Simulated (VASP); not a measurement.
# TaGe3 (P4/mmm) in VASP: further runs

TaGe3 is run at these levels: PBE; tasks: single point.

Program: VASP 6.6.1. These are calculated values, not measurements. Logs are shortened: lines on timing, memory, paths and dates and some standing lists are left out, and cuts for length are marked.

## Step 1: The cell of the first run

Symmetry: P4/mmm, No. 123, tetragonal system. Conventional cell: a = 3.559 Å, b = 3.559 Å, c = 5.435 Å, α = 90.00°, β = 90.00°, γ = 90.00°. Within 3.6 Å of Ta (site symmetry 4/mmm) lie 10 Ge at 2.72 to 2.85 Å and 4 Ta at 3.56 Å. Ge (site symmetry 4mm) has 6 Ge at 2.69 to 2.87 Å and 4 Ta at 2.85 Å within 3.5 Å. Ge (site symmetry 4/mmm) has 2 Ta at 2.72 Å and 12 Ge at 2.87 to 3.56 Å within 3.6 Å.

## Step 2: Single point, PBE

File INCAR:

```
PREC     = Accurate       # precision mode
ENCUT    = 520            # plane-wave cutoff, eV
EDIFF    = 1E-7           # SCF threshold, eV
ISMEAR   = 0              # smearing method
SIGMA    = 0.1            # smearing width, eV
LREAL    = F              # projectors in reciprocal space
LASPH    = T              # aspherical terms in the spheres
NELM     = 100            # most SCF steps
ALGO     = Normal         # electronic algorithm
ISIF     = 2              # what is computed and relaxed
LWAVE    = F              # write WAVECAR
LCHARG   = F              # write CHGCAR
GGA      = PE             # functional
NBANDS   = 34             # bands
```

File KPOINTS:

```
regular mesh
0
Gamma
  6 6 4
```

File POSCAR:

```
TaGe3
1.0
    3.5589050151      0.0000000000      0.0000000000
    0.0000000000      3.5589050151      0.0000000000
    0.0000000000      0.0000000000      5.4346084676
Ta Ge
1 3
Direct
    0.0000000000      0.0000000000      0.0000000000
    0.5000000000      0.5000000000      0.2470984532
    0.5000000000      0.5000000000      0.7529015468
    0.0000000000      0.0000000000      0.5000000000
```

Potentials or basis: VASP PAW PBE potentials, release 64 (Ta_pv, Ge_d).

Command:

```sh
> cat potpaw_PBE.64/Ta_pv/POTCAR potpaw_PBE.64/Ge_d/POTCAR > POTCAR
> mpirun -np 1 vasp_std > vasp.out
```

OUTCAR:

```text
PREC = Accurate
   ENCUT = 520
   EDIFF = 1E-7
   ISMEAR = 0
   LREAL = F
   LASPH = T
   NELM = 100
   ISIF = 2
   GGA = PE

 ion  position               nearest neighbor table
   1  0.000  0.000  0.000-   4 2.72   4 2.72   2 2.85   3 2.85   2 2.85   3 2.85   2 2.85   3 2.85
                             2 2.85   3 2.85
   2  0.500  0.500  0.247-   3 2.69   3 2.75   1 2.85   1 2.85   1 2.85   1 2.85   4 2.87   4 2.87
                             4 2.87   4 2.87
   3  0.500  0.500  0.753-   2 2.69   2 2.75   1 2.85   1 2.85   1 2.85   1 2.85   4 2.87   4 2.87
                             4 2.87   4 2.87
   4  0.000  0.000  0.500-   1 2.72   1 2.72   3 2.87   2 2.87   2 2.87   3 2.87   2 2.87   3 2.87
                             2 2.87   3 2.87

  LATTYP: Found a simple tetragonal cell.
 ALAT       =     3.5589050151
 C/A-ratio  =     1.5270451008

  Lattice vectors:

 A1 = (   3.5589050151,   0.0000000000,   0.0000000000)
 A2 = (   0.0000000000,   3.5589050151,   0.0000000000)
 A3 = (   0.0000000000,   0.0000000000,   5.4346084676)

Analysis of symmetry for initial positions (statically):
=====================================================================
 Subroutine PRICEL returns:
 Original cell was already a primitive cell.

 Routine SETGRP: Setting up the symmetry group for a
 simple tetragonal supercell.

 Subroutine GETGRP returns: Found 16 space group operations
 (whereof 16 operations were pure point group operations)
 out of a pool of 16 trial point group operations.

The static configuration has the point symmetry D_4h.

Analysis of symmetry for dynamics (positions and initial velocities):
=====================================================================
 Subroutine PRICEL returns:
 Original cell was already a primitive cell.

 Routine SETGRP: Setting up the symmetry group for a
 simple tetragonal supercell.

 Subroutine GETGRP returns: Found 16 space group operations
 (whereof 16 operations were pure point group operations)
 out of a pool of 16 trial point group operations.

The dynamic configuration has the point symmetry D_4h.

 Subroutine INISYM returns: Found 16 space group operations
 (whereof 16 operations are pure point group operations),
 and found     1 'primitive' translations

----------------------------------------------------------------------------------------

                                     Primitive cell

  volume of cell :      68.8337

  direct lattice vectors                    reciprocal lattice vectors
     3.558905015  0.000000000  0.000000000     0.280985302  0.000000000  0.000000000
     0.000000000  3.558905015  0.000000000     0.000000000  0.280985302  0.000000000
     0.000000000  0.000000000  5.434608468     0.000000000  0.000000000  0.184005896

  length of vectors
     3.558905015  3.558905015  5.434608468     0.280985302  0.280985302  0.184005896

  position of ions in fractional coordinates (direct lattice)
     0.000000000  0.000000000  0.000000000
     0.500000000  0.500000000  0.247098453
     0.500000000  0.500000000  0.752901547
     0.000000000  0.000000000  0.500000000

  ion indices of the primitive-cell ions
   primitive index   ion index
                 1           1
                 2           2
                 3           3
                 4           4

----------------------------------------------------------------------------------------

 KPOINTS: regular mesh

Automatic generation of k-mesh.
 Grid dimensions read from file:
 generate k-points for:    6    6    4

 Generating k-lattice:

  Cartesian coordinates                     Fractional coordinates (reciprocal lattice)
     0.046830884  0.000000000  0.000000000     0.166666667  0.000000000  0.000000000
     0.000000000  0.046830884  0.000000000     0.000000000  0.166666667  0.000000000
     0.000000000  0.000000000  0.046001474     0.000000000  0.000000000  0.250000000

  Length of vectors
     0.046830884  0.046830884  0.046001474

  Shift w.r.t. Gamma in fractional coordinates (k-lattice)
     0.000000000  0.000000000  0.000000000

 Subroutine IBZKPT returns following result:
 ===========================================

 Found     30 irreducible k-points:

 Following reciprocal coordinates:
            Coordinates               Weight
  0.000000  0.000000  0.000000      1.000000
  0.166667  0.000000  0.000000      4.000000
  0.333333  0.000000  0.000000      4.000000
  0.500000  0.000000  0.000000      2.000000
  0.166667  0.166667  0.000000      4.000000
  0.333333  0.166667  0.000000      8.000000
[... 16 lines left out ...]
  0.333333  0.000000  0.500000      4.000000
  0.500000  0.000000  0.500000      2.000000
 [... further k-points ...]
   k-points           NKPTS =     30   k-points in BZ     NKDIM =     30   number of bands    NBANDS=     34
   number of dos      NEDOS =    301   number of ions     NIONS =      4
   total plane-waves  NPLWV =  31360
   dimension x,y,z NGX =    28 NGY =   28 NGZ =   40
   dimension x,y,z NGXF=    56 NGYF=   56 NGZF=   80
   ions per type =               1   3
   NGX,Y,Z   is equivalent  to a cutoff of  13.08, 13.08, 12.24 a.u.
   NGXF,Y,Z  is equivalent  to a cutoff of  26.16, 26.16, 24.47 a.u.
 SYSTEM =  unknown system
   PREC   = accura    normal or accurate (medium, high low for compatibility)
   ISTART =      0    job   : 0-new  1-cont  2-samecut
   ICHARG =      2    charge: 1-file 2-atom 10-const
   ISPIN  =      1    spin polarized calculation?
   LNONCOLLINEAR =      F non collinear calculations
   LSORBIT =      F    spin-orbit coupling
   LASPH  =      T    aspherical Exc in radial PAW
   ENCUT  =  520.0 eV  38.22 Ry    6.18 a.u.   6.62  6.62 10.10*2*pi/ulx,y,z
   NELM   =    100;   NELMIN=  2; NELMDL= -5     # of ELM steps
   EDIFF  = 0.1E-06   stopping-criterion for ELM
   LREAL  =      F    real-space projection
   EDIFFG = 0.1E-05   stopping-criterion for IOM
   NSW    =      0    number of steps for IOM
   IBRION =     -1    ionic relax: 0-MD 1-quasi-New 2-CG
   NFREE  =      0    steps in history (QN), initial steepest desc. (CG)
   ISIF   =      2    stress and relaxation
   ISYM   =      2    0-nonsym 1-usesym 2-fastsym
   POTIM  = 0.5000    time-step for ionic-motion
   TEBEG  =    0.0;   TEEND  =   0.0 temperature during run
   PSTRESS=    0.0 pullay stress
   NELECT =      53.0000    total number of electrons
   NUPDOWN=      -1.0000    fix difference up-down
   EMIN   =  10.00;   EMAX   =-10.00  energy-range for DOS
   EFERMI =   0.00;   METHOD = LEGACY
   ISMEAR =     0;   SIGMA  =   0.10  broadening in eV -4-tet -1-fermi 0-gaus
   EFERMI_NEDOS =   21; number of points for ismear=-14 and -15
   IALGO  =     38    algorithm
   IMIX   =      4    mixing-type and parameters
     AMIX     =   0.40;   BMIX     =  1.00
     AMIX_MAG =   1.60;   BMIX_MAG =  1.00
  volume/ion in A,a.u.               =      17.21       116.13
  Fermi-wavevector in a.u.,A,eV,Ry     =   1.500490  2.835515 30.633112  2.251470
  Thomas-Fermi vector in A             =   2.611984
   LORBIT       =      0    0 simple, 1 ext, 2 COOP (PROOUT), +10 PAW based schemes
   GGA     = PE    functional components
   LHFCALC =     F    Hartree Fock is set to
   AEXX    =    0.0000 exact exchange contribution
   IVDW    =     0    specifies the selected vdW correction
   LEPSILON=     F    determine dielectric tensor
   LRPA    =     F    only Hartree local field effects (RPA)
 non-spin polarized calculation
 Gauss-broadening in eV      SIGMA  =   0.10
  energy-cutoff  :      520.00
  volume of cell :       68.83
 maximum number of plane-waves:      1876
 NGX is ok and might be reduce to    28
   NGX = 13   NGY = 13   NGZ = 21

 number of electron      52.9999982 magnetization

 Free energy of the ion-electron system (eV)
  ---------------------------------------------------
  ext. energy  EPLUGINS =         0.00000000
  ---------------------------------------------------
  free energy    TOTEN  =       -25.08807546 eV

  energy without entropy =      -25.07821557  energy(sigma->0) =      -25.08314552

 E-fermi :   7.6486     XC(G=0): -12.0371

 val. band max:        7.6335430530   @ k =   0.0000   0.0000   0.2500
 cond. band min:       7.7079815810   @ k =   0.3333   0.0000   0.0000
 fundamental gap:      0.0744385280
 Fermi energy:         7.6485711785

 k-point     1 :       0.0000    0.0000    0.0000
  band No.  band energies     occupation
      1     -27.3191      2.00000
      2     -27.2747      2.00000
      3     -27.2747      2.00000
      4     -17.3016      2.00000
      5     -17.3005      2.00000
      6     -17.1968      2.00000
[... 26 lines left out ...]
     33      12.6767      0.00000
     34      13.5496      0.00000

 k-point     2 :       0.1667    0.0000    0.0000
  band No.  band energies     occupation
      1     -27.3164      2.00000
      2     -27.2991      2.00000
      3     -27.2725      2.00000
      4     -17.3031      2.00000
      5     -17.2967      2.00000
      6     -17.1924      2.00000
[... 26 lines left out ...]
     33      13.0996      0.00000
     34      13.4192      0.00000

 k-point     3 :       0.3333    0.0000    0.0000
  band No.  band energies     occupation
      1     -27.3476      2.00000
      2     -27.3110      2.00000
      3     -27.2682      2.00000
      4     -17.3086      2.00000
      5     -17.2873      2.00000
      6     -17.1879      2.00000
[... 26 lines left out ...]
     33      12.5917      0.00000
     34      12.7684      0.00000
[... 704 lines left out ...]
 k-point    23 :       0.3333    0.0000    0.5000
  band No.  band energies     occupation
      1     -27.3477      2.00000
      2     -27.3155      2.00000
      3     -27.2683      2.00000
      4     -17.3062      2.00000
      5     -17.2868      2.00000
      6     -17.1868      2.00000
[... 26 lines left out ...]
     33      12.4687      0.00000
     34      12.5433      0.00000

 k-point    24 :       0.5000    0.0000    0.5000
  band No.  band energies     occupation
      1     -27.3717      2.00000
      2     -27.3127      2.00000
      3     -27.2661      2.00000
      4     -17.3082      2.00000
      5     -17.2822      2.00000
      6     -17.1910      2.00000
[... 26 lines left out ...]
     33      13.5760      0.00000
     34      14.2266      0.00000

 [... further k-points ...]
[... 5 lines left out ...]
  --------------------------------------------------------------------------------------
  -------------------------------------------------------------------------------------
  Total        0.0998451      0.0998451      0.1017348      0.0000000     -0.0000000      0.0000000
  in kB        2.3240019      2.3240019      2.3679861      0.0000000     -0.0000000      0.0000000
  external PRESSURE =       2.3386633 kB  Pullay stress =       0.0000000 kB

 VOLUME and BASIS-vectors are now :
 -----------------------------------------------------------------------------
  energy-cutoff  :      520.00
  volume of cell :       68.83
      direct lattice vectors                 reciprocal lattice vectors
     3.558905015  0.000000000  0.000000000     0.280985302  0.000000000  0.000000000
     0.000000000  3.558905015  0.000000000     0.000000000  0.280985302  0.000000000
     0.000000000  0.000000000  5.434608468     0.000000000  0.000000000  0.184005896

 POSITION                                       TOTAL-FORCE (eV/Angst)
 -----------------------------------------------------------------------------------
      0.00000      0.00000      0.00000         0.000000      0.000000      0.000000
      1.77945      1.77945      1.34288         0.000000      0.000000      0.003795
      1.77945      1.77945      4.09173         0.000000     -0.000000     -0.003795
      0.00000      0.00000      2.71730         0.000000      0.000000      0.000000
 -----------------------------------------------------------------------------------
    total drift:                                0.000000      0.000000     -0.000000

  FREE ENERGIE OF THE ION-ELECTRON SYSTEM (eV)
  ---------------------------------------------------
  free  energy   TOTEN  =       -25.0880754638 eV

  energy  without entropy=      -25.0782155725  energy(sigma->0) =      -25.08314552
```

Run time: 41 s. Hardware: 1 thread of Intel Xeon Platinum 8488C (Sapphire Rapids), shared host; peak memory 0.2 GiB.

What came out:

| Item | Value |
| --- | --- |
| Free energy | -25.0881 eV |
| Pressure | 0.2 GPa |
| Largest force | 0.004 eV/Å |

Forces on the atoms (eV/Å):
```
Ta   0.000  0.000  0.000
Ge   0.000  0.000  0.004
Ge   0.000  0.000 -0.004
Ge   0.000  0.000  0.000
```

Caveat: spin-orbit coupling is left out, which moves the levels of the heavy elements.

## Step 3: Single point, PBE

This run uses another cell than the first one, of 18.36 Å³/atom, 1.067 times its volume.

File INCAR:

```
PREC     = Accurate       # precision mode
ENCUT    = 520            # plane-wave cutoff, eV
EDIFF    = 1E-6           # SCF threshold, eV
ISMEAR   = 0              # smearing method
SIGMA    = 0.1            # smearing width, eV
LREAL    = F              # projectors in reciprocal space
LASPH    = T              # aspherical terms in the spheres
NELM     = 80             # most SCF steps
ALGO     = Normal         # electronic algorithm
ISIF     = 2              # what is computed and relaxed
LWAVE    = F              # write WAVECAR
LCHARG   = T              # write CHGCAR
GGA      = PE             # functional
LELF     = T              # ELF
LVHAR    = T            
NBANDS   = 34             # bands
```

File KPOINTS:

```
Automatic mesh
0
Gamma
  6 6 4
```

File POSCAR:

```
TaGe3
1.0
    3.3626280300      0.0000000000      0.0000000000
    0.0000000000      3.3626280300      0.0000000000
    0.0000000000      0.0000000000      6.4937302300
Ta Ge
1 3
Direct
    0.0000000000      0.0000000000      0.0000000000
    0.5000000000      0.5000000000      0.2365449100
    0.5000000000      0.5000000000      0.7634550900
    0.0000000000      0.0000000000      0.5000000000
```

Potentials or basis: VASP PAW PBE potentials, release 64 (Ta_pv, Ge_d).

Command:

```sh
> cat potpaw_PBE.64/Ta_pv/POTCAR potpaw_PBE.64/Ge_d/POTCAR > POTCAR
> mpirun -np 1 vasp_std > vasp.out
```

Run time: 50 s. Hardware: 1 thread of Intel Xeon Platinum 8488C (Sapphire Rapids), shared host; peak memory 0.22 GiB.

The run converged. Its results:

```
Free energy   : -24.2578 eV
Pressure      : -3.4 GPa
Largest force : 0.905 eV/Å
```

Forces in eV/Å, atoms in the order of the input:
```
Ta   0.000  0.000  0.000
Ge   0.000  0.000 -0.905
Ge   0.000  0.000  0.905
Ge   0.000  0.000  0.000
```

Stress tensor (GPa, compression positive):
```
-0.95  0.00  0.00
 0.00 -0.95  0.00
 0.00  0.00 -8.29
```

Levels at points of the mesh, in eV from the Fermi level:
```tsv
k point	band 23	band 24	band 25	band 26	band 27	band 28	band 29	band 30
(0.00, 0.00, 0.00)	-0.81	-0.28	-0.28	0.21	0.21	0.41	0.70	2.18
(0.50, 0.00, 0.00)	-4.31	-4.19	-0.84	0.19	0.75	1.23	3.44	3.62
(0.50, 0.50, 0.00)	-4.60	-3.75	-3.75	-3.14	-0.46	0.54	0.54	0.76
(0.00, 0.00, 0.50)	-1.81	-0.91	-0.91	1.65	1.82	2.04	2.04	2.18
(0.50, 0.00, 0.50)	-3.02	-1.83	-0.79	-0.75	-0.14	1.04	3.16	3.46
(0.50, 0.50, 0.50)	-5.02	-2.76	-2.76	-2.33	-0.84	-0.55	-0.55	1.20
```

Caveat: spin-orbit coupling is left out, which moves the levels of the heavy elements.
